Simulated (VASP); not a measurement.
# Zn in VASP: further runs

Aim: see how the results for Zn move with the level of theory and the settings. Levels: LDA, PBE. Tasks: single point.

All numbers are computed with VASP 6.6.1; they aren't measurements. Logs are shortened: lines on timing, memory, paths and dates and some standing lists are left out, and cuts for length are marked.

**1. The cell of the first run**

It takes space group Im-3m (No. 229, cubic). Conventional cell: a = 3.022 Å, b = 3.022 Å, c = 3.022 Å, α = 90.00°, β = 90.00°, γ = 90.00°. Within 3.5 Å of Zn (site symmetry m-3m) lie 14 Zn at 2.62 to 3.02 Å.

**2. Single point, LDA (functional LDA, strained)**

Contents of INCAR:

```
PREC     = Accurate       # precision mode
ENCUT    = 520            # plane-wave cutoff, eV
EDIFF    = 1E-6           # SCF threshold, eV
ISMEAR   = 0              # smearing method
SIGMA    = 0.1            # smearing width, eV
LREAL    = False          # projectors in reciprocal space
LASPH    = True           # aspherical terms in the spheres
NELM     = 100            # most SCF steps
ALGO     = Normal         # electronic algorithm
ISIF     = 2              # what is computed and relaxed
LWAVE    = False          # write WAVECAR
LCHARG   = False          # write CHGCAR
GGA      = CA             # functional
NBANDS   = 12             # bands
```

Contents of KPOINTS:

```
regular mesh
0
Gamma
  18 18 18
```

Contents of POSCAR:

```
Zn
1.0
   -1.5107629658      1.5107629658      1.5107629658
    1.5107629658     -1.5107629658      1.5107629658
    1.5107629658      1.5107629658     -1.5107629658
Zn
1
Direct
    0.0000000000      0.0000000000      0.0000000000
```

Potentials or basis: VASP PAW LDA potentials, release 64 (Zn).

Command:

```bash
$ cat potpaw_LDA.64/Zn/POTCAR > POTCAR
$ mpirun -np 1 vasp_std > vasp.out
```

OUTCAR:

```text
PREC = Accurate
   ENCUT = 520
   EDIFF = 1E-6
   ISMEAR = 0
   LREAL = False
   LASPH = True
   NELM = 100
   ISIF = 2
   GGA = CA

 ion  position               nearest neighbor table
   1  0.000  0.000  0.000-

  LATTYP: Found a body centered cubic cell.
 ALAT       =     3.0215259316

  Lattice vectors:

 A1 = (  -1.5107629658,   1.5107629658,   1.5107629658)
 A2 = (   1.5107629658,  -1.5107629658,   1.5107629658)
 A3 = (   1.5107629658,   1.5107629658,  -1.5107629658)

Analysis of symmetry for initial positions (statically):
=====================================================================
 Subroutine PRICEL returns:
 Original cell was already a primitive cell.

 Routine SETGRP: Setting up the symmetry group for a
 body centered cubic supercell.

 Subroutine GETGRP returns: Found 48 space group operations
 (whereof 48 operations were pure point group operations)
 out of a pool of 48 trial point group operations.

The static configuration has the point symmetry O_h .

Analysis of symmetry for dynamics (positions and initial velocities):
=====================================================================
 Subroutine PRICEL returns:
 Original cell was already a primitive cell.

 Routine SETGRP: Setting up the symmetry group for a
 body centered cubic supercell.

 Subroutine GETGRP returns: Found 48 space group operations
 (whereof 48 operations were pure point group operations)
 out of a pool of 48 trial point group operations.

The dynamic configuration has the point symmetry O_h .

 Subroutine INISYM returns: Found 48 space group operations
 (whereof 48 operations are pure point group operations),
 and found     1 'primitive' translations

----------------------------------------------------------------------------------------

                                     Primitive cell

  volume of cell :      13.7927

  direct lattice vectors                    reciprocal lattice vectors
    -1.510762966  1.510762966  1.510762966     0.000000000  0.330958603  0.330958603
     1.510762966 -1.510762966  1.510762966     0.330958603  0.000000000  0.330958603
     1.510762966  1.510762966 -1.510762966     0.330958603  0.330958603  0.000000000

  length of vectors
     2.616718215  2.616718215  2.616718215     0.468046144  0.468046144  0.468046144

  position of ions in fractional coordinates (direct lattice)
     0.000000000  0.000000000  0.000000000

  ion indices of the primitive-cell ions
   primitive index   ion index
                 1           1

----------------------------------------------------------------------------------------

 KPOINTS: regular mesh

Automatic generation of k-mesh.
 Grid dimensions read from file:
 generate k-points for:   18   18   18

 Generating k-lattice:

  Cartesian coordinates                     Fractional coordinates (reciprocal lattice)
     0.000000000  0.018386589  0.018386589     0.055555556  0.000000000  0.000000000
     0.018386589  0.000000000  0.018386589     0.000000000  0.055555556  0.000000000
     0.018386589  0.018386589  0.000000000     0.000000000  0.000000000  0.055555556

  Length of vectors
     0.026002564  0.026002564  0.026002564

  Shift w.r.t. Gamma in fractional coordinates (k-lattice)
     0.000000000  0.000000000  0.000000000

 Subroutine IBZKPT returns following result:
 ===========================================

 Found    195 irreducible k-points:

 Following reciprocal coordinates:
            Coordinates               Weight
  0.000000  0.000000  0.000000      1.000000
  0.055556  0.000000  0.000000     12.000000
  0.111111  0.000000  0.000000     12.000000
  0.166667  0.000000  0.000000     12.000000
  0.222222  0.000000  0.000000     12.000000
  0.277778  0.000000  0.000000     12.000000
[... 16 lines left out ...]
  0.333333  0.111111  0.000000     48.000000
  0.388889  0.111111  0.000000     48.000000
 [... further k-points ...]
   k-points           NKPTS =    195   k-points in BZ     NKDIM =    195   number of bands    NBANDS=     12
   number of dos      NEDOS =    301   number of ions     NIONS =      1
   total plane-waves  NPLWV =   8000
   dimension x,y,z NGX =    20 NGY =   20 NGZ =   20
   dimension x,y,z NGXF=    40 NGYF=   40 NGZF=   40
   ions per type =               1
   NGX,Y,Z   is equivalent  to a cutoff of  12.71, 12.71, 12.71 a.u.
   NGXF,Y,Z  is equivalent  to a cutoff of  25.41, 25.41, 25.41 a.u.
 SYSTEM =  unknown system
   PREC   = accura    normal or accurate (medium, high low for compatibility)
   ISTART =      0    job   : 0-new  1-cont  2-samecut
   ICHARG =      2    charge: 1-file 2-atom 10-const
   ISPIN  =      1    spin polarized calculation?
   LNONCOLLINEAR =      F non collinear calculations
   LSORBIT =      F    spin-orbit coupling
   LASPH  =      T    aspherical Exc in radial PAW
   ENCUT  =  520.0 eV  38.22 Ry    6.18 a.u.   4.87  4.87  4.87*2*pi/ulx,y,z
   NELM   =    100;   NELMIN=  2; NELMDL= -5     # of ELM steps
   EDIFF  = 0.1E-05   stopping-criterion for ELM
   LREAL  =      F    real-space projection
   EDIFFG = 0.1E-04   stopping-criterion for IOM
   NSW    =      0    number of steps for IOM
   IBRION =     -1    ionic relax: 0-MD 1-quasi-New 2-CG
   NFREE  =      0    steps in history (QN), initial steepest desc. (CG)
   ISIF   =      2    stress and relaxation
   ISYM   =      2    0-nonsym 1-usesym 2-fastsym
   POTIM  = 0.5000    time-step for ionic-motion
   TEBEG  =    0.0;   TEEND  =   0.0 temperature during run
   PSTRESS=    0.0 pullay stress
   NELECT =      12.0000    total number of electrons
   NUPDOWN=      -1.0000    fix difference up-down
   EMIN   =  10.00;   EMAX   =-10.00  energy-range for DOS
   EFERMI =   0.00;   METHOD = LEGACY
   ISMEAR =     0;   SIGMA  =   0.10  broadening in eV -4-tet -1-fermi 0-gaus
   EFERMI_NEDOS =   21; number of points for ismear=-14 and -15
   IALGO  =     38    algorithm
   IMIX   =      4    mixing-type and parameters
     AMIX     =   0.40;   BMIX     =  1.00
     AMIX_MAG =   1.60;   BMIX_MAG =  1.00
  volume/ion in A,a.u.               =      13.79        93.08
  Fermi-wavevector in a.u.,A,eV,Ry     =   1.562856  2.953369 33.232480  2.442518
  Thomas-Fermi vector in A             =   2.665713
   LORBIT       =      0    0 simple, 1 ext, 2 COOP (PROOUT), +10 PAW based schemes
   GGA     = CA    functional components
   LHFCALC =     F    Hartree Fock is set to
   AEXX    =    0.0000 exact exchange contribution
   IVDW    =     0    specifies the selected vdW correction
   LEPSILON=     F    determine dielectric tensor
   LRPA    =     F    only Hartree local field effects (RPA)
 non-spin polarized calculation
 Gauss-broadening in eV      SIGMA  =   0.10
  energy-cutoff  :      520.00
  volume of cell :       13.79
 maximum number of plane-waves:       384
   NGX =  9   NGY =  9   NGZ =  9

 number of electron      11.9999981 magnetization

 Free energy of the ion-electron system (eV)
  ---------------------------------------------------
  ext. energy  EPLUGINS =         0.00000000
  ---------------------------------------------------
  free energy    TOTEN  =        -1.77488222 eV

  energy without entropy =       -1.77318826  energy(sigma->0) =       -1.77403524

 E-fermi :   3.7816     XC(G=0): -12.4296

 val. band max:        3.7700628053   @ k =  -0.4444   0.5000   0.1111
 cond. band min:       3.7871447656   @ k =   0.3889   0.1667   0.0000
 fundamental gap:      0.0170819604
 Fermi energy:         3.7816244132

 k-point     1 :       0.0000    0.0000    0.0000
  band No.  band energies     occupation
      1      -7.5684      2.00000
      2      -4.4529      2.00000
      3      -4.4529      2.00000
      4      -4.4529      2.00000
      5      -3.8376      2.00000
      6      -3.8376      2.00000
      7      24.4036      0.00000
      8      24.4036      0.00000
      9      24.4036      0.00000
     10      25.5696      0.00000
     11      25.5696      0.00000
     12      25.5696      0.00000

 k-point     2 :       0.0556    0.0000    0.0000
  band No.  band energies     occupation
      1      -7.4629      2.00000
      2      -4.4643      2.00000
      3      -4.4507      2.00000
      4      -4.4249      2.00000
      5      -3.8487      2.00000
      6      -3.8369      2.00000
      7      22.6806      0.00000
      8      23.5226      0.00000
      9      23.8230      0.00000
     10      24.7722      0.00000
     11      24.8347      0.00000
     12      25.4048      0.00000

 k-point     3 :       0.1111    0.0000    0.0000
  band No.  band energies     occupation
      1      -7.1510      2.00000
      2      -4.4972      2.00000
      3      -4.4432      2.00000
      4      -4.3435      2.00000
      5      -3.8762      2.00000
      6      -3.8347      2.00000
      7      19.6692      0.00000
      8      22.0205      0.00000
      9      22.5263      0.00000
     10      23.7314      0.00000
     11      24.1453      0.00000
     12      25.6548      0.00000
[... 286 lines left out ...]
 k-point    23 :       0.3333    0.1111    0.0000
  band No.  band energies     occupation
      1      -5.1275      2.00000
      2      -4.7539      2.00000
      3      -3.9461      2.00000
      4      -3.8830      2.00000
      5      -3.6849      2.00000
      6      -1.3590      2.00000
      7       6.4368      0.00000
      8      13.4633      0.00000
      9      16.6831      0.00000
     10      22.0500      0.00000
     11      25.1767      0.00000
     12      28.6709      0.00000

 k-point    24 :       0.3889    0.1111    0.0000
  band No.  band energies     occupation
      1      -5.1512      2.00000
      2      -4.7838      2.00000
      3      -3.9052      2.00000
      4      -3.8686      2.00000
      5      -3.5937      2.00000
      6       0.0862      2.00000
      7       4.3465      0.00000
      8      13.1149      0.00000
      9      16.3384      0.00000
     10      21.8394      0.00000
     11      25.0316      0.00000
     12      29.9654      0.00000

 [... further k-points ...]
[... 5 lines left out ...]
  --------------------------------------------------------------------------------------
  -------------------------------------------------------------------------------------
  Total        0.0033643      0.0033643      0.0033643      0.0000000      0.0000000     -0.0000000
  in kB        0.3907960      0.3907960      0.3907960      0.0000000      0.0000000     -0.0000000
  external PRESSURE =       0.3907960 kB  Pullay stress =       0.0000000 kB

 VOLUME and BASIS-vectors are now :
 -----------------------------------------------------------------------------
  energy-cutoff  :      520.00
  volume of cell :       13.79
      direct lattice vectors                 reciprocal lattice vectors
    -1.510762966  1.510762966  1.510762966     0.000000000  0.330958603  0.330958603
     1.510762966 -1.510762966  1.510762966     0.330958603  0.000000000  0.330958603
     1.510762966  1.510762966 -1.510762966     0.330958603  0.330958603  0.000000000

 POSITION                                       TOTAL-FORCE (eV/Angst)
 -----------------------------------------------------------------------------------
      0.00000      0.00000      0.00000        -0.000000     -0.000000     -0.000000
 -----------------------------------------------------------------------------------
    total drift:                                0.000000      0.000000      0.000000

  FREE ENERGIE OF THE ION-ELECTRON SYSTEM (eV)
  ---------------------------------------------------
  free  energy   TOTEN  =        -1.7748822204 eV

  energy  without entropy=       -1.7731882576  energy(sigma->0) =       -1.77403524
```

Wall time 16 s (1 thread of Intel Xeon Platinum 8259CL at 2.50GHz (Skylake/Cascade Lake), shared host); peak memory 0.14 GiB.

What came out:

| Item | Value |
| --- | --- |
| Free energy | -1.7749 eV |
| Pressure | 0.0 GPa |
| Band gap on the k mesh | zero (band 6 reaches 8.05 eV, above the bottom of band 7 at 2.89 eV) |

Caveat: the cell differs from its parent crystal (functional LDA, strained).

**3. Single point, PBE (strained)**

Contents of INCAR:

```
SYSTEM = Zn
ALGO     = Normal         ! electronic algorithm
EDIFF    = 1E-6           ! SCF threshold, eV
ENCUT    = 520            ! plane-wave cutoff, eV
GGA      = PE             ! functional
ISIF     = 2              ! what is computed and relaxed
ISMEAR   = 0              ! smearing method
LASPH    = .TRUE.         ! aspherical terms in the spheres
LCHARG   = .FALSE.        ! write CHGCAR
LREAL    = .FALSE.        ! projectors in reciprocal space
LWAVE    = .FALSE.        ! write WAVECAR
NBANDS   = 12             ! bands
NELM     = 60             ! most SCF steps
PREC     = Accurate       ! precision mode
SIGMA    = 0.1            ! smearing width, eV
```

Contents of KPOINTS:

```
k-points
0
G
  18 18 18
  0 0 0
```

Contents of POSCAR:

```
Zn
1.0
   -1.5391468451      1.5391468451      1.5391468451
    1.5391468451     -1.5391468451      1.5391468451
    1.5391468451      1.5391468451     -1.5391468451
Zn
1
Direct
    0.0000000000      0.0000000000      0.0000000000
```

Potentials or basis: VASP PAW PBE potentials, release 64 (Zn).

Command:

```bash
$ cat potpaw_PBE.64/Zn/POTCAR > POTCAR
$ mpirun -np 1 vasp_std > vasp.out
```

Wall time 17 s (1 thread of Intel Xeon Platinum 8259CL at 2.50GHz (Skylake/Cascade Lake), shared host); peak memory 0.14 GiB.

Results (log left out):

| Item | Value |
| --- | --- |
| Free energy | -1.0127 eV |
| Pressure | 4.4 GPa |
| Band gap on the k mesh | zero (band 6 reaches 7.80 eV, above the bottom of band 7 at 2.62 eV) |

Levels at points of the mesh, in eV from the Fermi level:
| k point | band 4 | band 5 | band 6 | band 7 | band 8 | band 9 |
| --- | --- | --- | --- | --- | --- | --- |
| (0.00, 0.00, 0.00) | -7.96 | -7.41 | -7.41 | 19.90 | 19.90 | 19.90 |
| (0.50, 0.00, 0.00) | -7.37 | -7.04 | -2.92 | -0.92 | 11.73 | 13.03 |
| (0.50, 0.50, 0.50) | -7.13 | -7.13 | 4.25 | 4.25 | 4.25 | 8.11 |

Caveat: the cell differs from its parent crystal (strained).

**4. Single point, PBE (strained)**

Contents of INCAR:

```
SYSTEM = Zn
ALGO = Fast ; EDIFF = 1E-6
ENCUT = 520 ; GGA = PE
ISIF = 2 ; ISMEAR = 0
LASPH = .True. ; LCHARG = .True.
LELF = .True. ; LREAL = .False.
LVHAR = .True. ; LWAVE = .False.
NBANDS = 12 ; NELM = 60
PREC = Accurate ; SIGMA = 0.1
```

Contents of KPOINTS:

```
k-points
0
Gamma
  18 18 18
  0 0 0
```

Contents of POSCAR:

```
Zn
1.0
   -1.6327712829      1.6327712829      1.6327712829
    1.6327712829     -1.6327712829      1.6327712829
    1.6327712829      1.6327712829     -1.6327712829
Zn
1
Direct
    0.0000000000      0.0000000000      0.0000000000
```

Command:

```bash
$ cat potpaw_PBE.64/Zn/POTCAR > POTCAR
$ mpirun -np 1 vasp_std > vasp.out
```

Wall time 22 s (1 thread of Intel Xeon Platinum 8259CL at 2.50GHz (Skylake/Cascade Lake), shared host); peak memory 0.16 GiB.

Results (log left out):

```
Free energy            : -0.9838 eV
Pressure               : -5.5 GPa
Band gap on the k mesh : zero (band 6 reaches 6.27 eV, above the bottom of band 7 at 1.09 eV)
```

Levels at points of the mesh, in eV from the Fermi level:
| k point | band 3 | band 4 | band 5 | band 6 | band 7 | band 8 | band 9 | band 10 |
| --- | --- | --- | --- | --- | --- | --- | --- | --- |
| (0.00, 0.00, 0.00) | -7.38 | -7.38 | -6.98 | -6.98 | 17.17 | 17.17 | 17.17 | 19.76 |
| (0.50, 0.00, 0.00) | -7.00 | -6.96 | -6.72 | -2.10 | -1.12 | 10.40 | 11.92 | 14.38 |
| (0.50, 0.50, 0.50) | -6.78 | -6.78 | -6.78 | 4.06 | 4.06 | 4.06 | 6.19 | 8.18 |

Caveat: the cell differs from its parent crystal (strained).

(Part 1 of 2 ends here.)
